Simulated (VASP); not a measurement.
# PbS (Galena) (Fm-3m) in VASP: a series of runs

The runs below take PbS (Galena) through single point, with PBE-based screened hybrid.

Everything below comes from runs of VASP 6.6.1. Logs are shortened: lines on timing, memory, paths and dates and some standing lists are left out, and cuts for length are marked.

## (1) The cell of the first run

The structure is cubic, space group Fm-3m (No. 225). Conventional cell: a = 5.931 Å, b = 5.931 Å, c = 5.931 Å, α = 90.00°, β = 90.00°, γ = 90.00°. Pb (site symmetry m-3m) has 6 S at 2.97 Å within 3.9 Å. S (site symmetry m-3m) has 6 Pb at 2.97 Å within 3.9 Å.

## (2) Single point, PBE-based screened hybrid

File POSCAR:

```
PbS
1.0
    0.0000000000      2.9657500000      2.9657500000
    2.9657500000      0.0000000000      2.9657500000
    2.9657500000      2.9657500000      0.0000000000
Pb S
1 1
Direct
    0.0000000000      0.0000000000      0.0000000000
    0.5000000000      0.5000000000      0.5000000000
```

File INCAR.step1:

```
ALGO = Normal
EDIFF = 1E-5
ENCUT = 520
GGA = PE
ISIF = 2
ISMEAR = -1
LASPH = T
LCHARG = F
LREAL = F
LWAVE = T
NBANDS = 17
NELM = 80
PREC = Accurate
SIGMA = 0.05
```

File INCAR.step2:

```
AEXX = 0.05
ALGO = Normal
EDIFF = 1E-6
ENCUT = 520
GGA = PE
HFSCREEN = 0.2
ISIF = 2
ISMEAR = -1
ISTART = 1
LASPH = T
LCHARG = F
LHFCALC = T
LREAL = F
LWAVE = F
NBANDS = 17
NELM = 80
PREC = Accurate
PRECFOCK = Normal
SIGMA = 0.05
```

File KPOINTS:

```
k-points
0
Gamma
  4 4 4
```

Potentials or basis: VASP PAW PBE potentials, release 64 (Pb_d, S).

Command:

```sh
> cat potpaw_PBE.64/Pb_d/POTCAR potpaw_PBE.64/S/POTCAR > POTCAR
> cp INCAR.step1 INCAR
> mpirun -np 1 vasp_std > vasp.out
> cp INCAR.step2 INCAR
> mpirun -np 1 vasp_std > vasp.out
```

OUTCAR:

```text
AEXX = 0.05
   EDIFF = 1E-6
   ENCUT = 520
   GGA = PE
   HFSCREEN = 0.2
   ISIF = 2
   ISMEAR = -1
   ISTART = 1
   LASPH = T
   LHFCALC = T
   LREAL = F
   NELM = 80
   PREC = Accurate
   PRECFOCK = Normal

 ion  position               nearest neighbor table
   1  0.000  0.000  0.000-   2 2.97   2 2.97   2 2.97   2 2.97   2 2.97   2 2.97
   2  0.500  0.500  0.500-   1 2.97   1 2.97   1 2.97   1 2.97   1 2.97   1 2.97

  LATTYP: Found a face centered cubic cell.
 ALAT       =     5.9315000000

  Lattice vectors:

 A1 = (   0.0000000000,   2.9657500000,   2.9657500000)
 A2 = (   2.9657500000,   0.0000000000,   2.9657500000)
 A3 = (   2.9657500000,   2.9657500000,   0.0000000000)

Analysis of symmetry for initial positions (statically):
=====================================================================
 Subroutine PRICEL returns:
 Original cell was already a primitive cell.

 Routine SETGRP: Setting up the symmetry group for a
 face centered cubic supercell.

 Subroutine GETGRP returns: Found 48 space group operations
[... 9 lines left out ...]

 Routine SETGRP: Setting up the symmetry group for a
 face centered cubic supercell.

 Subroutine GETGRP returns: Found 48 space group operations
[... 11 lines left out ...]
                                     Primitive cell

  volume of cell :      52.1715

  direct lattice vectors                    reciprocal lattice vectors
     0.000000000  2.965750000  2.965750000    -0.168591419  0.168591419  0.168591419
     2.965750000  0.000000000  2.965750000     0.168591419 -0.168591419  0.168591419
     2.965750000  2.965750000  0.000000000     0.168591419  0.168591419 -0.168591419

  length of vectors
     4.194203873  4.194203873  4.194203873     0.292008903  0.292008903  0.292008903

  position of ions in fractional coordinates (direct lattice)
     0.000000000  0.000000000  0.000000000
     0.500000000  0.500000000  0.500000000

  ion indices of the primitive-cell ions
   primitive index   ion index
                 1           1
                 2           2

----------------------------------------------------------------------------------------

 KPOINTS: k-points

[... 48 lines left out ...]
   ENCUT  =  520.0 eV  38.22 Ry    6.18 a.u.   7.80  7.80  7.80*2*pi/ulx,y,z
   NELM   =     80;   NELMIN=  2; NELMDL=  0     # of ELM steps
   EDIFF  = 0.1E-05   stopping-criterion for ELM
   LREAL  =      F    real-space projection
   EDIFFG = 0.1E-04   stopping-criterion for IOM
   NSW    =      0    number of steps for IOM
   IBRION =     -1    ionic relax: 0-MD 1-quasi-New 2-CG
   NFREE  =      0    steps in history (QN), initial steepest desc. (CG)
   ISIF   =      2    stress and relaxation
   ISYM   =      3    0-nonsym 1-usesym 2-fastsym
   POTIM  = 0.5000    time-step for ionic-motion
   TEBEG  =    0.0;   TEEND  =   0.0 temperature during run
   PSTRESS=    0.0 pullay stress
   NELECT =      20.0000    total number of electrons
   NUPDOWN=      -1.0000    fix difference up-down
   EMIN   =  10.00;   EMAX   =-10.00  energy-range for DOS
   EFERMI =   0.00;   METHOD = LEGACY
   ISMEAR =    -1;   SIGMA  =   0.05  broadening in eV -4-tet -1-fermi 0-gaus
   EFERMI_NEDOS =   21; number of points for ismear=-14 and -15
   IALGO  =     38    algorithm
   IMIX   =      1    mixing-type and parameters
     AMIX     =   0.40;   BMIX     =  1.00
     AMIX_MAG =   1.60;   BMIX_MAG =  1.00
  volume/ion in A,a.u.               =      26.09       176.04
  Fermi-wavevector in a.u.,A,eV,Ry     =   1.189251  2.247359 19.242973  1.414319
  Thomas-Fermi vector in A             =   2.325363
   LORBIT       =      0    0 simple, 1 ext, 2 COOP (PROOUT), +10 PAW based schemes
   GGA     = PE    functional components
   LHFCALC =     T    Hartree Fock is set to
   PRECFOCK=normal    Normal, Fast or Accurate (Low or Medium for compatibility)
   ENCUT4O =  -1.0   cutoff for four orbital integrals eV
   NKREDX  =     1    reduce k-point grid by
   NKREDY  =     1    reduce k-point grid by
   NKREDZ  =     1    reduce k-point grid by
   AEXX    =    0.0500 exact exchange contribution
   HFSCREEN=    0.2000 screening length (either q_TF or 0.3 A-1)
   HFSCREENC=   0.2000 screening length for correlation (either q_TF or 0.3 A-1)
   ENCUTFOCK=  -1.0 apply spherical cutoff to Coloumb kernel
   IVDW    =     0    specifies the selected vdW correction
   LEPSILON=     F    determine dielectric tensor
   LRPA    =     F    only Hartree local field effects (RPA)
 non-spin polarized calculation
  energy-cutoff  :      520.00
  volume of cell :       52.17
 maximum number of plane-waves:      1424
  NGX = 24; NGY = 24; NGZ = 24

 number of electron      19.9999998 magnetization

 Free energy of the ion-electron system (eV)
  ---------------------------------------------------
  ext. energy  EPLUGINS =         0.00000000
  ---------------------------------------------------
  free energy    TOTEN  =        -9.06975602 eV

  energy without entropy =       -9.06898864  energy(sigma->0) =       -9.06937233

 E-fermi :   5.9895     XC(G=0):  -9.3544

 val. band max:        5.7653833144   @ k =   0.5000   0.0000   0.0000
 cond. band min:       6.2135515838   @ k =   0.5000   0.0000   0.0000
 fundamental gap:      0.4481682694
 Fermi energy:         5.9894674543

 k-point     1 :       0.0000    0.0000    0.0000
  band No.  band energies     occupation
      1     -11.4136      2.00000
      2     -11.4136      2.00000
      3     -11.4136      2.00000
      4     -11.3999      2.00000
      5     -11.3999      2.00000
      6      -8.1468      2.00000
[... 137 lines left out ...]
      4     -11.3972      2.00000
      5     -11.3527      2.00000
      6      -6.4092      2.00000
[... 9 lines left out ...]
     16      17.9735      0.00000
     17      18.2404      0.00000

------------------------ aborting loop because EDIFF is reached ----------------------------------------

  FORCE on cell =-STRESS in cart. coord.  units (eV):
  Direction    XX          YY          ZZ          XY          YZ          ZX
  --------------------------------------------------------------------------------------
  -------------------------------------------------------------------------------------
  Total        0.6396424      0.6396424      0.6396424      0.0000000      0.0000000     -0.0000000
  in kB       19.6432878     19.6432878     19.6432878      0.0000000      0.0000000     -0.0000000
  external PRESSURE =      19.6432878 kB  Pullay stress =       0.0000000 kB

 VOLUME and BASIS-vectors are now :
 -----------------------------------------------------------------------------
  energy-cutoff  :      520.00
  volume of cell :       52.17
      direct lattice vectors                 reciprocal lattice vectors
     0.000000000  2.965750000  2.965750000    -0.168591419  0.168591419  0.168591419
     2.965750000  0.000000000  2.965750000     0.168591419 -0.168591419  0.168591419
     2.965750000  2.965750000  0.000000000     0.168591419  0.168591419 -0.168591419

 POSITION                                       TOTAL-FORCE (eV/Angst)
 -----------------------------------------------------------------------------------
      0.00000      0.00000      0.00000        -0.000000      0.000000     -0.000000
      2.96575      2.96575      2.96575         0.000000     -0.000000      0.000000
 -----------------------------------------------------------------------------------
    total drift:                                0.000002      0.000003      0.000003

  FREE ENERGIE OF THE ION-ELECTRON SYSTEM (eV)
  ---------------------------------------------------
  free  energy   TOTEN  =        -9.0697560215 eV

  energy  without entropy=       -9.0689886350  energy(sigma->0) =       -9.06937233
```

OUTCAR.step1:

```text
EDIFF = 1E-5
   ENCUT = 520
   GGA = PE
   ISIF = 2
   ISMEAR = -1
[... 361 lines left out ...]
 -----------------------------------------------------------------------------------
      0.00000      0.00000      0.00000         0.000000     -0.000000     -0.000000
      2.96575      2.96575      2.96575        -0.000000      0.000000      0.000000
 -----------------------------------------------------------------------------------
    total drift:                                0.000000     -0.000000     -0.000000

  FREE ENERGIE OF THE ION-ELECTRON SYSTEM (eV)
  ---------------------------------------------------
  free  energy   TOTEN  =        -8.7423142382 eV

  energy  without entropy=       -8.7408322059  energy(sigma->0) =       -8.74157322
```

OSZICAR.step1:

```text
N       E                     dE             d eps       ncg     rms          rms(c)
DAV:   1     0.151733142683E+03    0.15173E+03   -0.95830E+03   272   0.123E+03
DAV:   2     0.238803734626E+01   -0.14935E+03   -0.14364E+03   298   0.305E+02
DAV:   3    -0.892191109545E+01   -0.11310E+02   -0.11256E+02   371   0.895E+01
DAV:   4    -0.921526528844E+01   -0.29335E+00   -0.29314E+00   358   0.155E+01
DAV:   5    -0.922539693935E+01   -0.10132E-01   -0.10130E-01   407   0.288E+00    0.461E+00
DAV:   6    -0.873853415500E+01    0.48686E+00   -0.14419E+00   422   0.790E+00    0.327E+00
DAV:   7    -0.873925155533E+01   -0.71740E-03   -0.13906E-01   334   0.187E+00    0.189E+00
DAV:   8    -0.874266964885E+01   -0.34181E-02   -0.16731E-02   323   0.136E+00    0.307E-01
DAV:   9    -0.874212013397E+01    0.54951E-03   -0.38555E-03   440   0.516E-01    0.814E-02
DAV:  10    -0.874230372863E+01   -0.18359E-03   -0.37772E-04   306   0.110E-01    0.462E-02
DAV:  11    -0.874231393007E+01   -0.10201E-04   -0.39107E-05   368   0.649E-02    0.104E-02
DAV:  12    -0.874231423824E+01   -0.30817E-06   -0.35907E-06   202   0.258E-02
   1 F= -.87423142E+01 E0= -.87415732E+01  d E =-.148203E-02
```

Run time: 3.9 min. Hardware: 1 thread of AMD EPYC 9R14 (Zen 4), shared host; peak memory 0.26 GiB.

What came out:

| Quantity | Value |
| --- | --- |
| Free energy | -9.0698 eV |
| Pressure | 2.0 GPa |
| Band gap on the k mesh | 0.45 eV, direct |

Caveat: the k points lie up to 0.46 Å⁻¹ apart; the PAW data sets were made with another functional, which shifts forces and pressure a little; spin-orbit coupling is left out, which moves the levels of the heavy elements.

## (3) Single point, PBE-based screened hybrid

POSCAR is that of step 2.

File INCAR.step1:

```
SYSTEM = PbS
ALGO = Normal
EDIFF = 1E-5
ENCUT = 520
GGA = PE
ISIF = 2
ISMEAR = -1
LASPH = .TRUE.
LCHARG = .FALSE.
LREAL = .FALSE.
LWAVE = .TRUE.
NBANDS = 17
NELM = 100
PREC = Accurate
SIGMA = 0.05
```

File INCAR.step2:

```
SYSTEM = PbS
AEXX = 0.1
ALGO = Normal
EDIFF = 1E-6
ENCUT = 520
GGA = PE
HFSCREEN = 0.2
ISIF = 2
ISMEAR = -1
ISTART = 1
LASPH = .TRUE.
LCHARG = .FALSE.
LHFCALC = .TRUE.
LREAL = .FALSE.
LWAVE = .FALSE.
NBANDS = 17
NELM = 100
PREC = Accurate
PRECFOCK = Normal
SIGMA = 0.05
```

File KPOINTS:

```
k-points
0
G
  4 4 4
  0 0 0
```

Potentials or basis: VASP PAW PBE potentials, release 64 (Pb_d, S).

Command:

```sh
> cat potpaw_PBE.64/Pb_d/POTCAR potpaw_PBE.64/S/POTCAR > POTCAR
> cp INCAR.step1 INCAR
> mpirun -np 1 vasp_std > vasp.out
> cp INCAR.step2 INCAR
> mpirun -np 1 vasp_std > vasp.out
```

Run time: 3.9 min. Hardware: 1 thread of AMD EPYC 9R14 (Zen 4), shared host; peak memory 0.26 GiB.

Results (log left out):

* Free energy: -9.4016 eV
* Pressure: 1.7 GPa
* Band gap on the k mesh: 0.54 eV, direct

Levels at points of the mesh, in eV from the valence-band top:
```tsv
k point	band 7	band 8	band 9	band 10	band 11	band 12	band 13	band 14
(0.00, 0.00, 0.00)	-6.19	-2.33	-2.33	-2.33	5.55	5.55	5.55	7.01
(0.50, 0.00, 0.00)	-9.19	-1.93	-1.93	0.00	0.54	2.17	2.17	8.98
(0.50, 0.50, 0.00)	-7.42	-5.47	-3.64	-3.64	4.06	5.94	6.05	6.05
```

Caveat: the k points lie up to 0.46 Å⁻¹ apart; the PAW data sets were made with another functional, which shifts forces and pressure a little; spin-orbit coupling is left out, which moves the levels of the heavy elements.

## (4) Single point, PBE-based screened hybrid

POSCAR is that of step 3.

Changes to INCAR.step1 since step 3:

```diff
@@ -12,3 +12,3 @@
 NBANDS = 17
-NELM = 100
+NELM = 80
 PREC = Accurate
```

Changes to INCAR.step2 since step 3:

```diff
@@ -1,5 +1,5 @@
 SYSTEM = PbS
-AEXX = 0.1
+AEXX = 0.15
 ALGO = Normal
-EDIFF = 1E-6
+EDIFF = 1E-7
 ENCUT = 520
@@ -16,3 +16,3 @@
 NBANDS = 17
-NELM = 100
+NELM = 80
 PREC = Accurate
```

KPOINTS is that of step 3.

Command:

```sh
> cat potpaw_PBE.64/Pb_d/POTCAR potpaw_PBE.64/S/POTCAR > POTCAR
> cp INCAR.step1 INCAR
> mpirun -np 1 vasp_std > vasp.out
> cp INCAR.step2 INCAR
> mpirun -np 1 vasp_std > vasp.out
```

Wall time 4.9 min (1 thread of AMD EPYC 9R14 (Zen 4), shared host); peak memory 0.25 GiB.

The run converged. Its results:

```yaml
Free_energy: -9.7377 eV
Pressure: 1.5 GPa
Band_gap_on_the_k_mesh: 0.63 eV, direct
```

Levels at points of the mesh, in eV from the valence-band top:
| k point | band 8 | band 9 | band 10 | band 11 | band 12 | band 13 |
| --- | --- | --- | --- | --- | --- | --- |
| (0.00, 0.00, 0.00) | -2.40 | -2.40 | -2.40 | 5.72 | 5.72 | 5.72 |
| (0.50, 0.00, 0.00) | -2.00 | -2.00 | 0.00 | 0.63 | 2.27 | 2.27 |
| (0.50, 0.50, 0.00) | -5.61 | -3.74 | -3.74 | 4.16 | 6.12 | 6.23 |

Caveat: the k points lie up to 0.46 Å⁻¹ apart; the PAW data sets were made with another functional, which shifts forces and pressure a little; spin-orbit coupling is left out, which moves the levels of the heavy elements.

## (5) Single point, PBE-based screened hybrid

POSCAR is that of step 4.

File INCAR.step1:

```
SYSTEM = PbS
PREC = Accurate ; ENCUT = 520
EDIFF = 1E-5 ; ISMEAR = -1
SIGMA = 0.05 ; LREAL = .FALSE.
LASPH = .TRUE. ; NELM = 80
ALGO = Normal ; ISIF = 2
LWAVE = .TRUE. ; LCHARG = .FALSE.
NBANDS = 17 ; GGA = PE
```

File INCAR.step2:

```
SYSTEM = PbS
PREC = Accurate ; ENCUT = 520
EDIFF = 1E-6 ; ISMEAR = -1
SIGMA = 0.05 ; LREAL = .FALSE.
LASPH = .TRUE. ; NELM = 80
ALGO = Normal ; ISIF = 2
LWAVE = .FALSE. ; LCHARG = .FALSE.
GGA = PE ; LHFCALC = .TRUE.
AEXX = 0.2 ; HFSCREEN = 0.2
PRECFOCK = Normal ; NBANDS = 17
ISTART = 1
```

File KPOINTS:

```
Automatic mesh
0
G
  4 4 4
  0 0 0
```

Command:

```sh
> cat potpaw_PBE.64/Pb_d/POTCAR potpaw_PBE.64/S/POTCAR > POTCAR
> cp INCAR.step1 INCAR
> mpirun -np 1 vasp_std > vasp.out
> cp INCAR.step2 INCAR
> mpirun -np 1 vasp_std > vasp.out
```

Wall time 4.8 min (1 thread of AMD EPYC 9R14 (Zen 4), shared host); peak memory 0.25 GiB.

It converged, with:

```yaml
Free_energy: -10.0779 eV
Pressure: 1.3 GPa
Band_gap_on_the_k_mesh: 0.72 eV, direct
```

Levels at points of the mesh, in eV from the valence-band top:
```
           k point  band 7  band 8  band 9  band 10  band 11  band 12  band 13  band 14
(0.00, 0.00, 0.00)   -6.34   -2.48   -2.48    -2.48     5.89     5.89     5.89     7.30
(0.50, 0.00, 0.00)   -9.52   -2.07   -2.07     0.00     0.72     2.38     2.38     9.31
(0.50, 0.50, 0.00)   -7.62   -5.74   -3.84    -3.84     4.27     6.31     6.41     6.41
```

Caveat: the k points lie up to 0.46 Å⁻¹ apart; the PAW data sets were made with another functional, which shifts forces and pressure a little; spin-orbit coupling is left out, which moves the levels of the heavy elements.

## (6) Summary

| share of exact exchange | gap on the mesh (eV) | pressure (GPa) |
| --- | --- | --- |
| 0.05 | 0.45 | 2.0 |
| 0.1 | 0.54 | 1.7 |
| 0.15 | 0.63 | 1.5 |
| 0.2 | 0.72 | 1.3 |

Alike in all rows: task single point; level PBE-based screened hybrid; potentials or basis VASP PAW PBE potentials, release 64 (Pb_d, S); no spin polarisation; cell as given; k mesh 4 × 4 × 4; cutoff (eV) 520; smearing fermi-dirac 0.05 eV.

Caveats: all runs use coarse meshes; the PAW data sets were made with another functional, which shifts forces and pressure a little; spin-orbit coupling is left out, which moves the levels of the heavy elements.

Total energies depend on the potentials used, so only differences within one code and one set of settings carry meaning.
